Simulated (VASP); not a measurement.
# Se (P6/mmm) in VASP: further runs

Se is run at these levels: PBE; tasks: single point, relaxation of cell and atoms.

All numbers are computed with VASP 6.6.1; they aren't measurements. Logs are shortened: lines on timing, memory, paths and dates and some standing lists are left out, and cuts for length are marked.

## Step 1: The cell of the first run

It takes space group P6/mmm (No. 191, hexagonal). The conventional cell has a = 7.178 Å, b = 7.178 Å, c = 3.271 Å, α = 90.00°, β = 90.00°, γ = 120.00°. Se (site symmetry mm2) has 6 Se at 2.36 to 3.09 Å within 3.1 Å. Se (site symmetry -6m2) has 8 Se at 2.42 to 3.27 Å within 3.3 Å.

The cell was built from a structure type or drawn by symmetry, and may not be a known phase.

## Step 2: Single point, PBE

INCAR reads:

```
PREC = Accurate ; ENCUT = 520
EDIFF = 1E-7 ; ISMEAR = 0
SIGMA = 0.1 ; LREAL = F
LASPH = T ; NELM = 100
ALGO = Normal ; ISIF = 2
LWAVE = F ; LCHARG = T
GGA = PE ; LELF = T
LVHAR = T ; NBANDS = 34
```

KPOINTS reads:

```
Automatic mesh
0
Gamma
  3 3 6
```

POSCAR reads:

```
Se
1.0
    7.1780857400      0.0000000000      0.0000000000
   -3.5890428700      6.2164046000      0.0000000000
    0.0000000000      0.0000000000      3.2712971200
Se
8
Direct
    0.8099998000      0.1900002000      0.5000000000
    0.8099998000      0.6199996000      0.5000000000
    0.3800004000      0.1900002000      0.5000000000
    0.1900002000      0.8099998000      0.5000000000
    0.1900002000      0.3800004000      0.5000000000
    0.6199996000      0.8099998000      0.5000000000
    0.3333333300      0.6666666700      0.0000000000
    0.6666666700      0.3333333300      0.0000000000
```

Potentials or basis: VASP PAW PBE potentials, release 64 (Se).

The run is started by

```console
$ cat potpaw_PBE.64/Se/POTCAR > POTCAR
$ mpirun -np 1 vasp_std > vasp.out
```

OUTCAR:

```text
PREC = Accurate
   ENCUT = 520
   EDIFF = 1E-7
   ISMEAR = 0
   LREAL = F
   LASPH = T
   NELM = 100
   ISIF = 2
   GGA = PE

 ion  position               nearest neighbor table
   1  0.810  0.190  0.500-   6 2.36   5 2.36   8 2.42   8 2.42
   2  0.810  0.620  0.500-   4 2.36   6 2.36   8 2.42   8 2.42
   3  0.380  0.190  0.500-   4 2.36   5 2.36   8 2.42   8 2.42
   4  0.190  0.810  0.500-   3 2.36   2 2.36   7 2.42   7 2.42
   5  0.190  0.380  0.500-   1 2.36   3 2.36   7 2.42   7 2.42
   6  0.620  0.810  0.500-   1 2.36   2 2.36   7 2.42   7 2.42
   7  0.333  0.667  0.000-   4 2.42   4 2.42   5 2.42   5 2.42   6 2.42   6 2.42
   8  0.667  0.333  0.000-   1 2.42   1 2.42   2 2.42   2 2.42   3 2.42   3 2.42

  LATTYP: Found a hexagonal cell.
 ALAT       =     7.1780857400
 C/A-ratio  =     0.4557339155

  Lattice vectors:

 A1 = (   7.1780857400,   0.0000000000,   0.0000000000)
 A2 = (  -3.5890428700,   6.2164046000,   0.0000000000)
 A3 = (   0.0000000000,   0.0000000000,   3.2712971200)

Analysis of symmetry for initial positions (statically):
=====================================================================
 Subroutine PRICEL returns:
 Original cell was already a primitive cell.

 Routine SETGRP: Setting up the symmetry group for a
 hexagonal supercell.

 Subroutine GETGRP returns: Found 24 space group operations
 (whereof 24 operations were pure point group operations)
 out of a pool of 24 trial point group operations.

The static configuration has the point symmetry D_6h.

Analysis of symmetry for dynamics (positions and initial velocities):
=====================================================================
 Subroutine PRICEL returns:
 Original cell was already a primitive cell.

 Routine SETGRP: Setting up the symmetry group for a
 hexagonal supercell.

 Subroutine GETGRP returns: Found 24 space group operations
 (whereof 24 operations were pure point group operations)
 out of a pool of 24 trial point group operations.

The dynamic configuration has the point symmetry D_6h.

 Subroutine INISYM returns: Found 24 space group operations
 (whereof 24 operations are pure point group operations),
 and found     1 'primitive' translations

----------------------------------------------------------------------------------------

                                     Primitive cell

  volume of cell :     145.9714

  direct lattice vectors                    reciprocal lattice vectors
     7.178085740  0.000000000  0.000000000     0.139312908  0.080432345  0.000000000
    -3.589042870  6.216404600  0.000000000     0.000000000  0.160864690  0.000000000
     0.000000000  0.000000000  3.271297120     0.000000000  0.000000000  0.305689139

  length of vectors
     7.178085740  7.178085739  3.271297120     0.160864690  0.160864690  0.305689139

  position of ions in fractional coordinates (direct lattice)
     0.809999800  0.190000200  0.500000000
     0.809999800  0.619999600  0.500000000
     0.380000400  0.190000200  0.500000000
     0.190000200  0.809999800  0.500000000
     0.190000200  0.380000400  0.500000000
     0.619999600  0.809999800  0.500000000
     0.333333330  0.666666670  0.000000000
     0.666666670  0.333333330  0.000000000

  ion indices of the primitive-cell ions
   primitive index   ion index
                 1           1
                 2           2
                 3           3
                 4           4
                 5           5
                 6           6
                 7           7
                 8           8

----------------------------------------------------------------------------------------

 KPOINTS: Automatic mesh

Automatic generation of k-mesh.
 Grid dimensions read from file:
 generate k-points for:    3    3    6

 Generating k-lattice:

  Cartesian coordinates                     Fractional coordinates (reciprocal lattice)
     0.046437636  0.026810782  0.000000000     0.333333333  0.000000000  0.000000000
     0.000000000  0.053621563  0.000000000     0.000000000  0.333333333  0.000000000
     0.000000000  0.000000000  0.050948190     0.000000000  0.000000000  0.166666667

  Length of vectors
     0.053621563  0.053621563  0.050948190

  Shift w.r.t. Gamma in fractional coordinates (k-lattice)
     0.000000000  0.000000000  0.000000000

 Subroutine IBZKPT returns following result:
 ===========================================

 Found     12 irreducible k-points:

 Following reciprocal coordinates:
            Coordinates               Weight
  0.000000  0.000000  0.000000      1.000000
  0.333333  0.000000  0.000000      6.000000
  0.333333  0.333333  0.000000      2.000000
  0.000000  0.000000  0.166667      2.000000
  0.333333  0.000000  0.166667     12.000000
  0.333333  0.333333  0.166667      4.000000
  0.000000  0.000000  0.333333      2.000000
  0.333333  0.000000  0.333333     12.000000
  0.333333  0.333333  0.333333      4.000000
  0.000000  0.000000  0.500000      1.000000
  0.333333  0.000000  0.500000      6.000000
  0.333333  0.333333  0.500000      2.000000
   k-points           NKPTS =     12   k-points in BZ     NKDIM =     12   number of bands    NBANDS=     34
   number of dos      NEDOS =    301   number of ions     NIONS =      8
   total plane-waves  NPLWV =  69984
   dimension x,y,z NGX =    54 NGY =   54 NGZ =   24
   dimension x,y,z NGXF=   108 NGYF=  108 NGZF=   48
   ions per type =               8
   NGX,Y,Z   is equivalent  to a cutoff of  12.51, 12.51, 12.20 a.u.
   NGXF,Y,Z  is equivalent  to a cutoff of  25.01, 25.01, 24.39 a.u.
 SYSTEM =  unknown system
   PREC   = accura    normal or accurate (medium, high low for compatibility)
   ISTART =      0    job   : 0-new  1-cont  2-samecut
   ICHARG =      2    charge: 1-file 2-atom 10-const
   ISPIN  =      1    spin polarized calculation?
   LNONCOLLINEAR =      F non collinear calculations
   LSORBIT =      F    spin-orbit coupling
   LASPH  =      T    aspherical Exc in radial PAW
   ENCUT  =  520.0 eV  38.22 Ry    6.18 a.u.  13.35 13.35  6.08*2*pi/ulx,y,z
   NELM   =    100;   NELMIN=  2; NELMDL= -5     # of ELM steps
   EDIFF  = 0.1E-06   stopping-criterion for ELM
   LREAL  =      F    real-space projection
   EDIFFG = 0.1E-05   stopping-criterion for IOM
   NSW    =      0    number of steps for IOM
   IBRION =     -1    ionic relax: 0-MD 1-quasi-New 2-CG
   NFREE  =      0    steps in history (QN), initial steepest desc. (CG)
   ISIF   =      2    stress and relaxation
   ISYM   =      2    0-nonsym 1-usesym 2-fastsym
   POTIM  = 0.5000    time-step for ionic-motion
   TEBEG  =    0.0;   TEEND  =   0.0 temperature during run
   PSTRESS=    0.0 pullay stress
   NELECT =      48.0000    total number of electrons
   NUPDOWN=      -1.0000    fix difference up-down
   EMIN   =  10.00;   EMAX   =-10.00  energy-range for DOS
   EFERMI =   0.00;   METHOD = LEGACY
   ISMEAR =     0;   SIGMA  =   0.10  broadening in eV -4-tet -1-fermi 0-gaus
   EFERMI_NEDOS =   21; number of points for ismear=-14 and -15
   IALGO  =     38    algorithm
   IMIX   =      4    mixing-type and parameters
     AMIX     =   0.40;   BMIX     =  1.00
     AMIX_MAG =   1.60;   BMIX_MAG =  1.00
  volume/ion in A,a.u.               =      18.25       123.13
  Fermi-wavevector in a.u.,A,eV,Ry     =   1.129967  2.135329 17.372279  1.276826
  Thomas-Fermi vector in A             =   2.266663
   LORBIT       =      0    0 simple, 1 ext, 2 COOP (PROOUT), +10 PAW based schemes
   GGA     = PE    functional components
   LHFCALC =     F    Hartree Fock is set to
   AEXX    =    0.0000 exact exchange contribution
   IVDW    =     0    specifies the selected vdW correction
   LEPSILON=     F    determine dielectric tensor
   LRPA    =     F    only Hartree local field effects (RPA)
 non-spin polarized calculation
 Gauss-broadening in eV      SIGMA  =   0.10
  energy-cutoff  :      520.00
  volume of cell :      145.97
 maximum number of plane-waves:      3960
 NGX is ok and might be reduce to    54
   NGX = 27   NGY = 27   NGZ = 13

 number of electron      48.0000006 magnetization

 Free energy of the ion-electron system (eV)
  ---------------------------------------------------
  ext. energy  EPLUGINS =         0.00000000
  ---------------------------------------------------
  free energy    TOTEN  =       -15.71727661 eV

  energy without entropy =      -15.68993926  energy(sigma->0) =      -15.70360794

 E-fermi :   7.5861     XC(G=0): -10.6903

 val. band max:        7.5584692136   @ k =   0.0000   0.0000   0.3333
 cond. band min:       7.5968581800   @ k =   0.3333   0.3333   0.1667
 fundamental gap:      0.0383889664
 Fermi energy:         7.5861463291

 k-point     1 :       0.0000    0.0000    0.0000
  band No.  band energies     occupation
      1     -12.1171      2.00000
      2     -10.7742      2.00000
      3      -8.6182      2.00000
      4      -8.6182      2.00000
      5      -7.2313      2.00000
      6      -7.2313      2.00000
[... 26 lines left out ...]
     33      12.5655      0.00000
     34      12.7937      0.00000

 k-point     2 :       0.3333    0.0000    0.0000
  band No.  band energies     occupation
      1     -11.8646      2.00000
      2     -11.1101      2.00000
      3      -9.1558      2.00000
      4      -8.8067      2.00000
      5      -6.8149      2.00000
      6      -6.6524      2.00000
[... 26 lines left out ...]
     33      11.2533      0.00000
     34      12.5878      0.00000

 k-point     3 :       0.3333    0.3333    0.0000
  band No.  band energies     occupation
      1     -11.4971      2.00000
      2     -11.4971      2.00000
      3      -9.6264      2.00000
      4      -7.9431      2.00000
      5      -7.9431      2.00000
      6      -5.3512      2.00000
[... 26 lines left out ...]
     33      11.7580      0.00000
     34      11.8365      0.00000

 k-point     4 :       0.0000    0.0000    0.1667
  band No.  band energies     occupation
      1     -11.7794      2.00000
      2     -10.4058      2.00000
      3      -8.4060      2.00000
      4      -8.4060      2.00000
      5      -6.9735      2.00000
      6      -6.9735      2.00000
[... 26 lines left out ...]
     33      12.7064      0.00000
     34      13.9830      0.00000

 k-point     5 :       0.3333    0.0000    0.1667
  band No.  band energies     occupation
      1     -11.5211      2.00000
      2     -10.7509      2.00000
      3      -8.9412      2.00000
      4      -8.5869      2.00000
      5      -6.5666      2.00000
      6      -6.5076      2.00000
[... 26 lines left out ...]
     33      11.5708      0.00000
     34      13.0646      0.00000

 k-point     6 :       0.3333    0.3333    0.1667
  band No.  band energies     occupation
      1     -11.1445      2.00000
      2     -11.1445      2.00000
      3      -9.4156      2.00000
      4      -7.7322      2.00000
      5      -7.7322      2.00000
      6      -5.0594      2.00000
[... 26 lines left out ...]
     33      12.2754      0.00000
     34      12.7418      0.00000

 k-point     7 :       0.0000    0.0000    0.3333
  band No.  band energies     occupation
      1     -10.8190      2.00000
      2      -9.3186      2.00000
      3      -7.9095      2.00000
      4      -7.9095      2.00000
      5      -7.1549      2.00000
      6      -6.3386      2.00000
[... 26 lines left out ...]
     33      13.0134      0.00000
     34      13.4051      0.00000

 k-point     8 :       0.3333    0.0000    0.3333
  band No.  band energies     occupation
      1     -10.5362      2.00000
      2      -9.7030      2.00000
      3      -8.4351      2.00000
      4      -8.0686      2.00000
      5      -6.9176      2.00000
      6      -5.9610      2.00000
[... 26 lines left out ...]
     33      12.1840      0.00000
     34      13.2822      0.00000

 k-point     9 :       0.3333    0.3333    0.3333
  band No.  band energies     occupation
      1     -10.1177      2.00000
      2     -10.1177      2.00000
      3      -8.9232      2.00000
      4      -7.3712      2.00000
      5      -7.3712      2.00000
      6      -5.7490      2.00000
[... 26 lines left out ...]
     33      11.5551      0.00000
     34      12.5077      0.00000

 k-point    10 :       0.0000    0.0000    0.5000
  band No.  band energies     occupation
      1      -9.8338      2.00000
      2      -8.2798      2.00000
      3      -7.9304      2.00000
      4      -7.6084      2.00000
      5      -7.6084      2.00000
      6      -6.9531      2.00000
[... 26 lines left out ...]
     33      12.8304      0.00000
     34      12.8501      0.00000

 k-point    11 :       0.3333    0.0000    0.5000
  band No.  band energies     occupation
      1      -9.4797      2.00000
      2      -8.4498      2.00000
      3      -8.2073      2.00000
      4      -8.0060      2.00000
      5      -7.7508      2.00000
      6      -7.3082      2.00000
[... 26 lines left out ...]
     33      12.5591      0.00000
     34      12.9577      0.00000

 k-point    12 :       0.3333    0.3333    0.5000
  band No.  band energies     occupation
      1      -8.8521      2.00000
      2      -8.8521      2.00000
      3      -8.6257      2.00000
      4      -8.1074      2.00000
      5      -8.1074      2.00000
      6      -6.3027      2.00000
[... 26 lines left out ...]
     33      11.6561      0.00000
     34      13.3973      0.00000

------------------------ aborting loop because EDIFF is reached ----------------------------------------

  FORCE on cell =-STRESS in cart. coord.  units (eV):
  Direction    XX          YY          ZZ          XY          YZ          ZX
  --------------------------------------------------------------------------------------
  -------------------------------------------------------------------------------------
  Total       47.4439716     47.4439715     37.6269512      0.0000000     -0.0000000      0.0000000
  in kB      520.7433268    520.7433265    412.9920640      0.0000000     -0.0000000      0.0000000
  external PRESSURE =     484.8262391 kB  Pullay stress =       0.0000000 kB

 VOLUME and BASIS-vectors are now :
 -----------------------------------------------------------------------------
  energy-cutoff  :      520.00
  volume of cell :      145.97
      direct lattice vectors                 reciprocal lattice vectors
     7.178085740  0.000000000  0.000000000     0.139312908  0.080432345  0.000000000
    -3.589042870  6.216404600  0.000000000     0.000000000  0.160864690  0.000000000
     0.000000000  0.000000000  3.271297120     0.000000000  0.000000000  0.305689139

 POSITION                                       TOTAL-FORCE (eV/Angst)
 -----------------------------------------------------------------------------------
      5.13233      1.18112      1.63565         1.470352     -0.848908     -0.000000
      3.58904      3.85417      1.63565         0.000000      1.697816      0.000000
      2.04576      1.18112      1.63565        -1.470352     -0.848908     -0.000000
     -1.54329      5.03529      1.63565        -1.470352      0.848908      0.000000
      0.00000      2.36224      1.63565        -0.000000     -1.697816     -0.000000
      1.54329      5.03529      1.63565         1.470352      0.848908      0.000000
     -0.00000      4.14427      0.00000         0.000000      0.000000     -0.000000
      3.58904      2.07213      0.00000         0.000000      0.000000     -0.000000
 -----------------------------------------------------------------------------------
    total drift:                               -0.000000      0.000000     -0.000000

  FREE ENERGIE OF THE ION-ELECTRON SYSTEM (eV)
  ---------------------------------------------------
  free  energy   TOTEN  =       -15.7172766064 eV

  energy  without entropy=      -15.6899392641  energy(sigma->0) =      -15.70360794
```

It took 1.7 min on 1 thread of Intel Xeon 8259CL, shared host; peak memory 0.26 GiB.

What came out:

- Free energy: -15.7173 eV
- Pressure: 48.5 GPa
- Largest force: 1.698 eV/Å
- Band gap on the k mesh: zero (bands 24 and 25 overlap by 0.74 eV)

Forces in eV/Å, atoms in the order of the input:
```
Se   1.470 -0.849  0.000
Se   0.000  1.698  0.000
Se  -1.470 -0.849  0.000
Se  -1.470  0.849  0.000
Se   0.000 -1.698  0.000
Se   1.470  0.849  0.000
Se   0.000  0.000  0.000
Se   0.000  0.000  0.000
```

Stress tensor (GPa, compression positive):
```
52.07  0.00  0.00
 0.00 52.07  0.00
 0.00  0.00 41.30
```

Caveat: the cell stands under pressure; forces of over 1 eV/Å act on the atoms, so gaps and moduli don't describe the material at rest.

(Part 1 of 2 ends here.)
